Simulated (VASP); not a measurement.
# Cu (Fm-3m) in VASP: notebook

The runs below take Cu through single point, with r2SCAN.

Program: VASP 6.6.1. These are calculated values, not measurements. Logs are shortened: lines on timing, memory, paths and dates and some standing lists are left out, and cuts for length are marked.

## (1) The cell of the first run

Symmetry: Fm-3m, No. 225, cubic system. The conventional cell has a = 3.422 Å, b = 3.422 Å, c = 3.422 Å, α = 90.00°, β = 90.00°, γ = 90.00°. Cu (site symmetry m-3m) has 12 Cu at 2.42 Å within 3.2 Å.

## (2) Single point, r2SCAN

File POSCAR:

```
Cu
1.0
    0.0000000000      1.7111957579      1.7111957579
    1.7111957579      0.0000000000      1.7111957579
    1.7111957579      1.7111957579      0.0000000000
Cu
1
Direct
    0.0000000000      0.0000000000      0.0000000000
```

File INCAR.step1:

```
  PREC = Accurate
  ENCUT = 660
  ISMEAR = -1
  SIGMA = 0.05
  LREAL = False
  LASPH = True
  NELM = 120
  NBANDS = 12
  GGA = PE
  ALGO = Normal
  EDIFF = 1E-5
  LWAVE = True
  LCHARG = False
  GGA_COMPAT = False
```

File INCAR.step2:

```
  PREC = Accurate
  ENCUT = 660
  EDIFF = 1E-6
  ISMEAR = -1
  SIGMA = 0.05
  LREAL = False
  LASPH = True
  NELM = 120
  ALGO = Normal
  ISIF = 2
  LWAVE = False
  LCHARG = False
  METAGGA = R2SCAN
  LMIXTAU = True
  NBANDS = 12
  ISTART = 1
  GGA_COMPAT = False
```

File KPOINTS:

```
Automatic mesh
0
Gamma
  13 13 13
```

Potentials or basis: VASP PAW PBE potentials, release 64 (Cu).

Run with:

```console
$ cat potpaw_PBE.64/Cu/POTCAR > POTCAR
$ cp INCAR.step1 INCAR
$ mpirun -np 1 vasp_std > vasp.out
$ cp INCAR.step2 INCAR
$ mpirun -np 1 vasp_std > vasp.out
```

OUTCAR:

```text
PREC = Accurate
   ENCUT = 660
   EDIFF = 1E-6
   ISMEAR = -1
   LREAL = False
   LASPH = True
   NELM = 120
   ISIF = 2
   METAGGA = R2SCAN
   ISTART = 1

 ion  position               nearest neighbor table
   1  0.000  0.000  0.000-

  LATTYP: Found a face centered cubic cell.
 ALAT       =     3.4223915158

  Lattice vectors:

 A1 = (   0.0000000000,   1.7111957579,   1.7111957579)
 A2 = (   1.7111957579,   0.0000000000,   1.7111957579)
 A3 = (   1.7111957579,   1.7111957579,   0.0000000000)

Analysis of symmetry for initial positions (statically):
=====================================================================
 Subroutine PRICEL returns:
 Original cell was already a primitive cell.

 Routine SETGRP: Setting up the symmetry group for a
 face centered cubic supercell.

 Subroutine GETGRP returns: Found 48 space group operations
 (whereof 48 operations were pure point group operations)
 out of a pool of 48 trial point group operations.

The static configuration has the point symmetry O_h .

Analysis of symmetry for dynamics (positions and initial velocities):
=====================================================================
 Subroutine PRICEL returns:
 Original cell was already a primitive cell.

 Routine SETGRP: Setting up the symmetry group for a
 face centered cubic supercell.

 Subroutine GETGRP returns: Found 48 space group operations
 (whereof 48 operations were pure point group operations)
 out of a pool of 48 trial point group operations.

The dynamic configuration has the point symmetry O_h .

 Subroutine INISYM returns: Found 48 space group operations
 (whereof 48 operations are pure point group operations),
 and found     1 'primitive' translations

----------------------------------------------------------------------------------------

                                     Primitive cell

  volume of cell :      10.0214

  direct lattice vectors                    reciprocal lattice vectors
     0.000000000  1.711195758  1.711195758    -0.292193338  0.292193338  0.292193338
     1.711195758  0.000000000  1.711195758     0.292193338 -0.292193338  0.292193338
     1.711195758  1.711195758  0.000000000     0.292193338  0.292193338 -0.292193338

  length of vectors
     2.419996249  2.419996249  2.419996249     0.506093707  0.506093707  0.506093707

  position of ions in fractional coordinates (direct lattice)
     0.000000000  0.000000000  0.000000000

  ion indices of the primitive-cell ions
   primitive index   ion index
                 1           1

----------------------------------------------------------------------------------------

 KPOINTS: Automatic mesh

Automatic generation of k-mesh.
 Grid dimensions read from file:
 generate k-points for:   13   13   13

 Generating k-lattice:

  Cartesian coordinates                     Fractional coordinates (reciprocal lattice)
    -0.022476411  0.022476411  0.022476411     0.076923077  0.000000000  0.000000000
     0.022476411 -0.022476411  0.022476411     0.000000000  0.076923077  0.000000000
     0.022476411  0.022476411 -0.022476411     0.000000000  0.000000000  0.076923077

  Length of vectors
     0.038930285  0.038930285  0.038930285

  Shift w.r.t. Gamma in fractional coordinates (k-lattice)
     0.000000000  0.000000000  0.000000000

 Subroutine IBZKPT returns following result:
 ===========================================

 Found     84 irreducible k-points:

 Following reciprocal coordinates:
            Coordinates               Weight
  0.000000  0.000000  0.000000      1.000000
  0.076923  0.000000  0.000000      8.000000
  0.153846  0.000000  0.000000      8.000000
  0.230769  0.000000  0.000000      8.000000
  0.307692  0.000000  0.000000      8.000000
  0.384615  0.000000  0.000000      8.000000
[... 16 lines left out ...]
  0.384615  0.153846  0.000000     24.000000
  0.461538  0.153846  0.000000     24.000000
 [... further k-points ...]
   k-points           NKPTS =     84   k-points in BZ     NKDIM =     84   number of bands    NBANDS=     12
   number of dos      NEDOS =    301   number of ions     NIONS =      1
   total plane-waves  NPLWV =   8000
   dimension x,y,z NGX =    20 NGY =   20 NGZ =   20
   dimension x,y,z NGXF=    40 NGYF=   40 NGZF=   40
   ions per type =               1
   NGX,Y,Z   is equivalent  to a cutoff of  13.74, 13.74, 13.74 a.u.
   NGXF,Y,Z  is equivalent  to a cutoff of  27.48, 27.48, 27.48 a.u.
 SYSTEM =  unknown system
   PREC   = accura    normal or accurate (medium, high low for compatibility)
   ISTART =      1    job   : 0-new  1-cont  2-samecut
   ICHARG =      0    charge: 1-file 2-atom 10-const
   ISPIN  =      1    spin polarized calculation?
   LNONCOLLINEAR =      F non collinear calculations
   LSORBIT =      F    spin-orbit coupling
   LASPH  =      T    aspherical Exc in radial PAW
   ENCUT  =  660.0 eV  48.51 Ry    6.96 a.u.   5.07  5.07  5.07*2*pi/ulx,y,z
   NELM   =    120;   NELMIN=  2; NELMDL=  0     # of ELM steps
   EDIFF  = 0.1E-05   stopping-criterion for ELM
   LREAL  =      F    real-space projection
   EDIFFG = 0.1E-04   stopping-criterion for IOM
   NSW    =      0    number of steps for IOM
   IBRION =     -1    ionic relax: 0-MD 1-quasi-New 2-CG
   NFREE  =      0    steps in history (QN), initial steepest desc. (CG)
   ISIF   =      2    stress and relaxation
   ISYM   =      2    0-nonsym 1-usesym 2-fastsym
   POTIM  = 0.5000    time-step for ionic-motion
   TEBEG  =    0.0;   TEEND  =   0.0 temperature during run
   PSTRESS=    0.0 pullay stress
   NELECT =      11.0000    total number of electrons
   NUPDOWN=      -1.0000    fix difference up-down
   EMIN   =  10.00;   EMAX   =-10.00  energy-range for DOS
   EFERMI =   0.00;   METHOD = LEGACY
   ISMEAR =    -1;   SIGMA  =   0.05  broadening in eV -4-tet -1-fermi 0-gaus
   EFERMI_NEDOS =   21; number of points for ismear=-14 and -15
   IALGO  =     38    algorithm
   IMIX   =      4    mixing-type and parameters
     AMIX     =   0.40;   BMIX     =  1.00
     AMIX_MAG =   1.60;   BMIX_MAG =  1.00
  volume/ion in A,a.u.               =      10.02        67.63
  Fermi-wavevector in a.u.,A,eV,Ry     =   1.688740  3.191255 38.801660  2.851842
  Thomas-Fermi vector in A             =   2.770992
   LORBIT       =      0    0 simple, 1 ext, 2 COOP (PROOUT), +10 PAW based schemes
   METAGGA = R2SCAN    functional components
   LHFCALC =     F    Hartree Fock is set to
   AEXX    =    0.0000 exact exchange contribution
   IVDW    =     0    specifies the selected vdW correction
   LEPSILON=     F    determine dielectric tensor
   LRPA    =     F    only Hartree local field effects (RPA)
 non-spin polarized calculation
  energy-cutoff  :      660.00
  volume of cell :       10.02
 maximum number of plane-waves:       393
   NGX = 11   NGY = 11   NGZ = 11

 number of electron      11.0000008 magnetization

 Free energy of the ion-electron system (eV)
  ---------------------------------------------------
  ext. energy  EPLUGINS =         0.00000000
  ---------------------------------------------------
  free energy    TOTEN  =       -10.70590655 eV

  energy without entropy =      -10.70315524  energy(sigma->0) =      -10.70453089

 E-fermi :   9.8226     XC(G=0): -14.8865

 val. band max:        9.6555176626   @ k =   0.4615   0.2308   0.0000
 cond. band min:       9.8718165344   @ k =  -0.3846   0.1538   0.0000
 fundamental gap:      0.2162988717
 Fermi energy:         9.8226337070

 k-point     1 :       0.0000    0.0000    0.0000
  band No.  band energies     occupation
      1      -1.4374      2.00000
      2       5.8901      2.00000
      3       5.8901      2.00000
      4       5.8901      2.00000
      5       6.9483      2.00000
      6       6.9483      2.00000
      7      34.3266      0.00000
      8      38.7148      0.00000
      9      38.7148      0.00000
     10      38.7148      0.00000
     11      41.3802      0.00000
     12      41.3802      0.00000

 k-point     2 :       0.0769    0.0000    0.0000
  band No.  band energies     occupation
      1      -1.1857      2.00000
      2       5.8279      2.00000
      3       5.9418      2.00000
      4       5.9418      2.00000
      5       6.9275      2.00000
      6       6.9275      2.00000
      7      33.2809      0.00000
      8      36.2691      0.00000
      9      38.0533      0.00000
     10      38.0533      0.00000
     11      42.3293      0.00000
     12      42.3293      0.00000

 k-point     3 :       0.1538    0.0000    0.0000
  band No.  band energies     occupation
      1      -0.4509      2.00000
      2       5.6756      2.00000
      3       6.0524      2.00000
      4       6.0524      2.00000
      5       6.9074      2.00000
      6       6.9074      2.00000
      7      29.4624      0.00000
      8      35.2947      0.00000
      9      37.0764      0.00000
     10      37.0764      0.00000
     11      43.1432      0.00000
     12      43.6410      0.00000

 k-point     4 :       0.2308    0.0000    0.0000
  band No.  band energies     occupation
      1       0.6875      2.00000
      2       5.5410      2.00000
      3       6.0949      2.00000
      4       6.0949      2.00000
      5       7.0056      2.00000
      6       7.0056      2.00000
      7      25.1396      0.00000
      8      34.6545      0.00000
      9      36.3109      0.00000
     10      36.3109      0.00000
     11      42.6761      0.00000
     12      42.6761      0.00000

 k-point     5 :       0.3077    0.0000    0.0000
  band No.  band energies     occupation
      1       1.9995      2.00000
      2       5.6613      2.00000
      3       6.0169      2.00000
      4       6.0169      2.00000
      5       7.2512      2.00000
      6       7.2512      2.00000
      7      21.0614      0.00000
      8      33.8778      0.00000
      9      35.8171      0.00000
     10      35.8171      0.00000
     11      40.7681      0.00000
     12      40.7681      0.00000
[... 228 lines left out ...]
      1       0.7044      2.00000
      2       5.2675      2.00000
      3       6.2367      2.00000
      4       6.3814      2.00000
      5       6.6640      2.00000
      6       7.1943      2.00000
      7      28.6431      0.00000
      8      31.7971      0.00000
      9      32.5277      0.00000
     10      34.8350      0.00000
     11      39.5108      0.00000
     12      46.1984      0.00000

 k-point    22 :       0.3077    0.1538    0.0000
  band No.  band energies     occupation
      1       1.8546      2.00000
      2       5.1235      2.00000
      3       6.0028      2.00000
      4       6.4103      2.00000
      5       7.1518      2.00000
      6       7.3815      2.00000
      7      24.3827      0.00000
      8      30.9405      0.00000
      9      31.5350      0.00000
     10      34.3654      0.00000
     11      40.8273      0.00000
     12      45.3342      0.00000

 k-point    23 :       0.3846    0.1538    0.0000
  band No.  band energies     occupation
      1       3.0038      2.00000
      2       5.1651      2.00000
      3       5.8036      2.00000
      4       6.3329      2.00000
      5       7.5991      2.00000
      6       7.9543      2.00000
      7      20.4097      0.00000
      8      30.2237      0.00000
      9      30.5993      0.00000
     10      33.5183      0.00000
     11      43.8157      0.00000
     12      44.6204      0.00000

 k-point    24 :       0.4615    0.1538    0.0000
  band No.  band energies     occupation
      1       3.6493      2.00000
      2       5.3523      2.00000
      3       5.8760      2.00000
      4       6.2306      2.00000
      5       7.7227      2.00000
      6       9.2291      1.99999
      7      16.9509      0.00000
      8      28.8594      0.00000
      9      30.8195      0.00000
     10      33.1021      0.00000
     11      43.9272      0.00000
     12      44.1129      0.00000

 [... further k-points ...]

------------------------ aborting loop because EDIFF is reached ----------------------------------------

  FORCE on cell =-STRESS in cart. coord.  units (eV):
  Direction    XX          YY          ZZ          XY          YZ          ZX
  --------------------------------------------------------------------------------------
  -------------------------------------------------------------------------------------
  Total        1.9154858      1.9154858      1.9154858     -0.0000000     -0.0000000      0.0000000
  in kB      306.2389544    306.2389544    306.2389544     -0.0000000     -0.0000000      0.0000000
  external PRESSURE =     306.2389544 kB  Pullay stress =       0.0000000 kB

 VOLUME and BASIS-vectors are now :
 -----------------------------------------------------------------------------
  energy-cutoff  :      660.00
  volume of cell :       10.02
      direct lattice vectors                 reciprocal lattice vectors
     0.000000000  1.711195758  1.711195758    -0.292193338  0.292193338  0.292193338
     1.711195758  0.000000000  1.711195758     0.292193338 -0.292193338  0.292193338
     1.711195758  1.711195758  0.000000000     0.292193338  0.292193338 -0.292193338

 POSITION                                       TOTAL-FORCE (eV/Angst)
 -----------------------------------------------------------------------------------
      0.00000      0.00000      0.00000         0.000000      0.000000      0.000000
 -----------------------------------------------------------------------------------
    total drift:                                0.000000      0.000000      0.000000

  FREE ENERGIE OF THE ION-ELECTRON SYSTEM (eV)
  ---------------------------------------------------
  free  energy   TOTEN  =       -10.7059065460 eV

  energy  without entropy=      -10.7031552413  energy(sigma->0) =      -10.70453089
```

Run time: 94 s. Hardware: 1 thread of Intel Xeon 8259CL, shared host; peak memory 0.14 GiB.

What came out:

| Property | Result |
| --- | --- |
| Free energy | -10.7059 eV |
| Pressure | 30.6 GPa |
| Band gap on the k mesh | zero (an odd number of electrons rules out a gap without spin polarisation) |

Caveat: the cell stands under pressure; the PAW data sets were made with another functional, which shifts forces and pressure a little.

## (3) Single point, r2SCAN

This run uses another cell than the first one, of 10.39 Å³/atom.

File POSCAR:

```
Cu
1.0
    0.0000000000      1.7316817900      1.7316817900
    1.7316817900      0.0000000000      1.7316817900
    1.7316817900      1.7316817900      0.0000000000
Cu
1
Direct
    0.0000000000      0.0000000000      0.0000000000
```

File INCAR.step1:

```
SYSTEM = Cu
PREC     = Accurate       ! precision mode
ENCUT    = 660            ! plane-wave cutoff, eV
ISMEAR   = -1             ! smearing method
SIGMA    = 0.05           ! smearing width, eV
LREAL    = .FALSE.        ! projectors in reciprocal space
LASPH    = .TRUE.         ! aspherical terms in the spheres
NELM     = 120            ! most SCF steps
NBANDS   = 12             ! bands
GGA      = PE             ! functional
ALGO     = Normal         ! electronic algorithm
EDIFF    = 1E-5           ! SCF threshold, eV
LWAVE    = .TRUE.         ! write WAVECAR
LCHARG   = .FALSE.        ! write CHGCAR
GGA_COMPAT= .FALSE.
```

File INCAR.step2:

```
SYSTEM = Cu
PREC     = Accurate       ! precision mode
ENCUT    = 660            ! plane-wave cutoff, eV
EDIFF    = 1E-6           ! SCF threshold, eV
ISMEAR   = -1             ! smearing method
SIGMA    = 0.05           ! smearing width, eV
LREAL    = .FALSE.        ! projectors in reciprocal space
LASPH    = .TRUE.         ! aspherical terms in the spheres
NELM     = 120            ! most SCF steps
ALGO     = Normal         ! electronic algorithm
ISIF     = 2              ! what is computed and relaxed
LWAVE    = .FALSE.        ! write WAVECAR
LCHARG   = .FALSE.        ! write CHGCAR
METAGGA  = R2SCAN         ! meta-GGA
LMIXTAU  = .TRUE.       
NBANDS   = 12             ! bands
ISTART   = 1            
GGA_COMPAT= .FALSE.
```

File KPOINTS:

```
Automatic mesh
0
G
  13 13 13
  0 0 0
```

Potentials or basis: VASP PAW PBE potentials, release 64 (Cu).

Run with:

```console
$ cat potpaw_PBE.64/Cu/POTCAR > POTCAR
$ cp INCAR.step1 INCAR
$ mpirun -np 1 vasp_std > vasp.out
$ cp INCAR.step2 INCAR
$ mpirun -np 1 vasp_std > vasp.out
```

Run time: 96 s. Hardware: 1 thread of Intel Xeon 8259CL, shared host; peak memory 0.15 GiB.

The run converged. Its results:

- Free energy: -10.7645 eV
- Pressure: 20.6 GPa
- Band gap on the k mesh: zero (an odd number of electrons rules out a gap without spin polarisation)

Levels at points of the mesh, in eV from the Fermi level:
```csv
k point,band 3,band 4,band 5,band 6,band 7,band 8,band 9,band 10
"(0.00, 0.00, 0.00)",-3.79,-3.79,-2.79,-2.79,24.23,28.31,28.31,28.31
```

Caveat: the cell stands under pressure; the PAW data sets were made with another functional, which shifts forces and pressure a little.

(Part 1 of 2 ends here.)
